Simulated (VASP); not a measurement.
# LiCl (I4/mmm) in VASP: a series of runs

LiCl is run at these levels: PBEsol; tasks: single point.

Program: VASP 6.6.1. These are calculated values, not measurements. Logs are shortened: lines on timing, memory, paths and dates and some standing lists are left out, and cuts for length are marked.

## Step 1: The cell of the first run

It takes space group I4/mmm (No. 139, tetragonal). The conventional cell has a = 3.808 Å, b = 3.808 Å, c = 4.873 Å, α = 90.00°, β = 90.00°, γ = 90.00°. Within 3.2 Å of Li (site symmetry 4/mmm) lie 6 Cl at 2.44 to 2.69 Å. Cl (site symmetry 4/mmm) has 6 Li at 2.44 to 2.69 Å within 3.2 Å.

## Step 2: Single point, PBEsol (strain +0.050 along x and y, -0.050 along z)

The input, INCAR:

```
PREC = Accurate
ENCUT = 520
EDIFF = 1E-7
ISMEAR = 0
SIGMA = 0.05
LREAL = F
LASPH = T
NELM = 60
ALGO = Normal
ISIF = 2
LWAVE = F
LCHARG = F
GGA = PS
NBANDS = 12
```

The input, KPOINTS:

```
regular mesh
0
Gamma
  8 8 8
```

The input, POSCAR:

```
LiCl
1.0
    0.0000000000      2.6929980000      2.4365220000
    2.6929980000      0.0000000000      2.4365220000
    2.6929980000      2.6929980000      0.0000000000
Li Cl
1 1
Direct
    0.0000000000      0.0000000000      0.0000000000
    0.5000000000      0.5000000000      0.5000000000
```

Potentials or basis: VASP PAW PBE potentials, release 64 (Li_sv, Cl).

The run is started by

```sh
$ cat potpaw_PBE.64/Li_sv/POTCAR potpaw_PBE.64/Cl/POTCAR > POTCAR
$ mpirun -np 1 vasp_std > vasp.out
```

OUTCAR:

```text
PREC = Accurate
   ENCUT = 520
   EDIFF = 1E-7
   ISMEAR = 0
   LREAL = F
   LASPH = T
   NELM = 60
   ISIF = 2
   GGA = PS

 ion  position               nearest neighbor table
   1  0.000  0.000  0.000-   2 2.44   2 2.44
   2  0.500  0.500  0.500-   1 2.44   1 2.44

  LATTYP: Found a body centered tetragonal cell.
 ALAT       =     3.8084742950
 C/A-ratio  =     1.2795265564

  Lattice vectors:

 A1 = (   0.0000000000,  -2.6929980000,  -2.4365220000)
 A2 = (   0.0000000000,   2.6929980000,  -2.4365220000)
 A3 = (   2.6929980000,   0.0000000000,   2.4365220000)

Analysis of symmetry for initial positions (statically):
=====================================================================
 Subroutine PRICEL returns:
 Original cell was already a primitive cell.

 Routine SETGRP: Setting up the symmetry group for a
 body centered tetragonal supercell.

 Subroutine GETGRP returns: Found 16 space group operations
 (whereof 16 operations were pure point group operations)
 out of a pool of 16 trial point group operations.

The static configuration has the point symmetry D_4h.

Analysis of symmetry for dynamics (positions and initial velocities):
=====================================================================
 Subroutine PRICEL returns:
 Original cell was already a primitive cell.

 Routine SETGRP: Setting up the symmetry group for a
 body centered tetragonal supercell.

 Subroutine GETGRP returns: Found 16 space group operations
 (whereof 16 operations were pure point group operations)
 out of a pool of 16 trial point group operations.

The dynamic configuration has the point symmetry D_4h.

 Subroutine INISYM returns: Found 16 space group operations
 (whereof 16 operations are pure point group operations),
 and found     1 'primitive' translations

----------------------------------------------------------------------------------------

                                     Primitive cell

  volume of cell :      35.3405

  direct lattice vectors                    reciprocal lattice vectors
     0.000000000  2.692998000  2.436522000    -0.185666681  0.185666681  0.205210542
     2.692998000  0.000000000  2.436522000     0.185666681 -0.185666681  0.205210542
     2.692998000  2.692998000  0.000000000     0.185666681  0.185666681 -0.205210542

  length of vectors
     3.631649444  3.631649444  3.808474295     0.333250055  0.333250055  0.333250055

  position of ions in fractional coordinates (direct lattice)
     0.000000000  0.000000000  0.000000000
     0.500000000  0.500000000  0.500000000

  ion indices of the primitive-cell ions
   primitive index   ion index
                 1           1
                 2           2

----------------------------------------------------------------------------------------

 KPOINTS: regular mesh

Automatic generation of k-mesh.
 Grid dimensions read from file:
 generate k-points for:    8    8    8

 Generating k-lattice:

  Cartesian coordinates                     Fractional coordinates (reciprocal lattice)
    -0.023208335  0.023208335  0.025651318     0.125000000 -0.000000000  0.000000000
     0.023208335 -0.023208335  0.025651318    -0.000000000  0.125000000  0.000000000
     0.023208335  0.023208335 -0.025651318     0.000000000  0.000000000  0.125000000

  Length of vectors
     0.041656257  0.041656257  0.041656257

  Shift w.r.t. Gamma in fractional coordinates (k-lattice)
     0.000000000  0.000000000  0.000000000

 Subroutine IBZKPT returns following result:
 ===========================================

 Found     59 irreducible k-points:

 Following reciprocal coordinates:
            Coordinates               Weight
  0.000000  0.000000  0.000000      1.000000
  0.125000 -0.000000  0.000000      8.000000
  0.250000 -0.000000  0.000000      8.000000
  0.375000 -0.000000  0.000000      8.000000
  0.500000 -0.000000  0.000000      4.000000
  0.125000  0.125000  0.000000      2.000000
[... 16 lines left out ...]
  0.250000 -0.000000  0.125000     16.000000
  0.375000  0.000000  0.125000     16.000000
 [... further k-points ...]
   k-points           NKPTS =     59   k-points in BZ     NKDIM =     59   number of bands    NBANDS=     12
   number of dos      NEDOS =    301   number of ions     NIONS =      2
   total plane-waves  NPLWV =  21952
   dimension x,y,z NGX =    28 NGY =   28 NGZ =   28
   dimension x,y,z NGXF=    56 NGYF=   56 NGZF=   56
   ions per type =               1   1
   NGX,Y,Z   is equivalent  to a cutoff of  12.82, 12.82, 12.22 a.u.
   NGXF,Y,Z  is equivalent  to a cutoff of  25.64, 25.64, 24.44 a.u.
 SYSTEM =  unknown system
   PREC   = accura    normal or accurate (medium, high low for compatibility)
   ISTART =      0    job   : 0-new  1-cont  2-samecut
   ICHARG =      2    charge: 1-file 2-atom 10-const
   ISPIN  =      1    spin polarized calculation?
   LNONCOLLINEAR =      F non collinear calculations
   LSORBIT =      F    spin-orbit coupling
   LASPH  =      T    aspherical Exc in radial PAW
   ENCUT  =  520.0 eV  38.22 Ry    6.18 a.u.   6.75  6.75  7.08*2*pi/ulx,y,z
   NELM   =     60;   NELMIN=  2; NELMDL= -5     # of ELM steps
   EDIFF  = 0.1E-06   stopping-criterion for ELM
   LREAL  =      F    real-space projection
   EDIFFG = 0.1E-05   stopping-criterion for IOM
   NSW    =      0    number of steps for IOM
   IBRION =     -1    ionic relax: 0-MD 1-quasi-New 2-CG
   NFREE  =      0    steps in history (QN), initial steepest desc. (CG)
   ISIF   =      2    stress and relaxation
   ISYM   =      2    0-nonsym 1-usesym 2-fastsym
   POTIM  = 0.5000    time-step for ionic-motion
   TEBEG  =    0.0;   TEEND  =   0.0 temperature during run
   PSTRESS=    0.0 pullay stress
   NELECT =      10.0000    total number of electrons
   NUPDOWN=      -1.0000    fix difference up-down
   EMIN   =  10.00;   EMAX   =-10.00  energy-range for DOS
   EFERMI =   0.00;   METHOD = LEGACY
   ISMEAR =     0;   SIGMA  =   0.05  broadening in eV -4-tet -1-fermi 0-gaus
   EFERMI_NEDOS =   21; number of points for ismear=-14 and -15
   IALGO  =     38    algorithm
   IMIX   =      4    mixing-type and parameters
     AMIX     =   0.40;   BMIX     =  1.00
     AMIX_MAG =   1.60;   BMIX_MAG =  1.00
  volume/ion in A,a.u.               =      17.67       119.24
  Fermi-wavevector in a.u.,A,eV,Ry     =   1.074775  2.031029 15.716638  1.155140
  Thomas-Fermi vector in A             =   2.210612
   LORBIT       =      0    0 simple, 1 ext, 2 COOP (PROOUT), +10 PAW based schemes
   GGA     = PS    functional components
   LHFCALC =     F    Hartree Fock is set to
   AEXX    =    0.0000 exact exchange contribution
   IVDW    =     0    specifies the selected vdW correction
   LEPSILON=     F    determine dielectric tensor
   LRPA    =     F    only Hartree local field effects (RPA)
 non-spin polarized calculation
 Gauss-broadening in eV      SIGMA  =   0.05
  energy-cutoff  :      520.00
  volume of cell :       35.34
 maximum number of plane-waves:       962
   NGX = 13   NGY = 13   NGZ = 15

 number of electron      10.0000006 magnetization

 Free energy of the ion-electron system (eV)
  ---------------------------------------------------
  ext. energy  EPLUGINS =         0.00000000
  ---------------------------------------------------
  free energy    TOTEN  =        -7.59543098 eV

  energy without entropy =       -7.59543098  energy(sigma->0) =       -7.59543098

 E-fermi :   0.6150     XC(G=0):  -8.6966

 val. band max:        0.2761349533   @ k =   0.0000   0.0000   0.0000
 cond. band min:       6.0746967742   @ k =   0.0000   0.0000   0.0000
 fundamental gap:      5.7985618208
 Fermi energy:         0.6150443289

 k-point     1 :       0.0000    0.0000    0.0000
  band No.  band energies     occupation
      1     -42.6794      2.00000
      2     -13.0550      2.00000
      3      -0.0552      2.00000
      4       0.2761      2.00000
      5       0.2761      2.00000
      6       6.0747      0.00000
      7      11.7531      0.00000
      8      11.7531      0.00000
      9      12.5762      0.00000
     10      13.7577      0.00000
     11      13.7577      0.00000
     12      13.8898      0.00000

 k-point     2 :       0.1250   -0.0000    0.0000
  band No.  band energies     occupation
      1     -42.6790      2.00000
      2     -12.9861      2.00000
      3      -0.3939      2.00000
      4       0.1064      2.00000
      5       0.2052      2.00000
      6       6.5429      0.00000
      7      11.0902      0.00000
      8      11.3904      0.00000
      9      12.3152      0.00000
     10      12.8626      0.00000
     11      13.3999      0.00000
     12      14.9350      0.00000

 k-point     3 :       0.2500   -0.0000    0.0000
  band No.  band energies     occupation
      1     -42.6781      2.00000
      2     -12.8115      2.00000
      3      -1.3528      2.00000
      4       0.0433      2.00000
      5       0.0560      2.00000
      6       7.0519      0.00000
      7      10.2388      0.00000
      8      10.6795      0.00000
      9      11.4280      0.00000
     10      13.9368      0.00000
     11      13.9866      0.00000
     12      15.4499      0.00000

 k-point     4 :       0.3750   -0.0000    0.0000
  band No.  band energies     occupation
      1     -42.6773      2.00000
      2     -12.6231      2.00000
      3      -2.1825      2.00000
      4      -0.1070      2.00000
      5       0.0406      2.00000
      6       6.8505      0.00000
      7       9.4417      0.00000
      8      10.3641      0.00000
      9      11.8408      0.00000
     10      15.3747      0.00000
     11      15.9518      0.00000
     12      16.1989      0.00000

 k-point     5 :       0.5000   -0.0000    0.0000
  band No.  band energies     occupation
      1     -42.6770      2.00000
      2     -12.5404      2.00000
      3      -2.5002      2.00000
      4      -0.1663      2.00000
      5       0.0367      2.00000
      6       6.6788      0.00000
      7       9.1694      0.00000
      8      10.0693      0.00000
      9      12.5296      0.00000
     10      16.5654      0.00000
     11      16.6224      0.00000
     12      17.6964      0.00000
[... 228 lines left out ...]
      1     -42.6755      2.00000
      2     -12.2212      2.00000
      3      -2.5618      2.00000
      4      -1.0477      2.00000
      5      -1.0477      2.00000
      6       7.8510      0.00000
      7       8.0463      0.00000
      8      13.0427      0.00000
      9      13.4263      0.00000
     10      13.4263      0.00000
     11      17.1010      0.00000
     12      18.3229      0.00000

 k-point    22 :       0.1250    0.0000    0.1250
  band No.  band energies     occupation
      1     -42.6789      2.00000
      2     -12.9667      2.00000
      3      -0.2278      2.00000
      4      -0.2210      2.00000
      5       0.1630      2.00000
      6       6.7549      0.00000
      7      10.9214      0.00000
      8      11.2240      0.00000
      9      12.1807      0.00000
     10      12.1903      0.00000
     11      14.9975      0.00000
     12      15.0864      0.00000

 k-point    23 :       0.2500   -0.0000    0.1250
  band No.  band energies     occupation
      1     -42.6783      2.00000
      2     -12.8286      2.00000
      3      -1.0540      2.00000
      4      -0.2422      2.00000
      5       0.0075      2.00000
      6       7.4654      0.00000
      7      10.1463      0.00000
      8      10.3008      0.00000
      9      11.9456      0.00000
     10      12.9492      0.00000
     11      14.9003      0.00000
     12      16.0365      0.00000

 k-point    24 :       0.3750    0.0000    0.1250
  band No.  band energies     occupation
      1     -42.6774      2.00000
      2     -12.6414      2.00000
      3      -1.8991      2.00000
      4      -0.3193      2.00000
      5      -0.1663      2.00000
      6       7.5380      0.00000
      7       9.4453      0.00000
      8      10.6732      0.00000
      9      11.3389      0.00000
     10      14.3155      0.00000
     11      16.1082      0.00000
     12      16.6686      0.00000

 [... further k-points ...]

------------------------ aborting loop because EDIFF is reached ----------------------------------------

  FORCE on cell =-STRESS in cart. coord.  units (eV):
  Direction    XX          YY          ZZ          XY          YZ          ZX
  --------------------------------------------------------------------------------------
  -------------------------------------------------------------------------------------
  Total       -0.6500129     -0.6500129      0.0161248      0.0000000     -0.0000000     -0.0000000
  in kB      -29.4686433    -29.4686433      0.7310265      0.0000000     -0.0000000     -0.0000000
  external PRESSURE =     -19.4020867 kB  Pullay stress =       0.0000000 kB

 VOLUME and BASIS-vectors are now :
 -----------------------------------------------------------------------------
  energy-cutoff  :      520.00
  volume of cell :       35.34
      direct lattice vectors                 reciprocal lattice vectors
     0.000000000  2.692998000  2.436522000    -0.185666681  0.185666681  0.205210542
     2.692998000  0.000000000  2.436522000     0.185666681 -0.185666681  0.205210542
     2.692998000  2.692998000  0.000000000     0.185666681  0.185666681 -0.205210542

 POSITION                                       TOTAL-FORCE (eV/Angst)
 -----------------------------------------------------------------------------------
      0.00000      0.00000      0.00000         0.000000      0.000000      0.000000
      2.69300      2.69300      2.43652        -0.000000     -0.000000      0.000000
 -----------------------------------------------------------------------------------
    total drift:                                0.000000      0.000000      0.000000

  FREE ENERGIE OF THE ION-ELECTRON SYSTEM (eV)
  ---------------------------------------------------
  free  energy   TOTEN  =        -7.5954309822 eV

  energy  without entropy=       -7.5954309822  energy(sigma->0) =       -7.59543098
```

Run time: 34 s. Hardware: 1 thread of Intel Xeon 8259CL, shared host; peak memory 0.16 GiB.

What came out:

```yaml
Free_energy: -7.5954 eV
Band_gap_on_the_k_mesh: 5.80 eV, direct
```

Caveat: the cell differs from its parent crystal (strain +0.050 along x and y, -0.050 along z); the cutoff is under 1.25 times the usual one of these potentials, so pressure, stress and relaxed cells hold a basis-set (Pulay) error; the PAW data sets were made with another functional, which shifts forces and pressure a little.

(Part 1 of 2 ends here.)
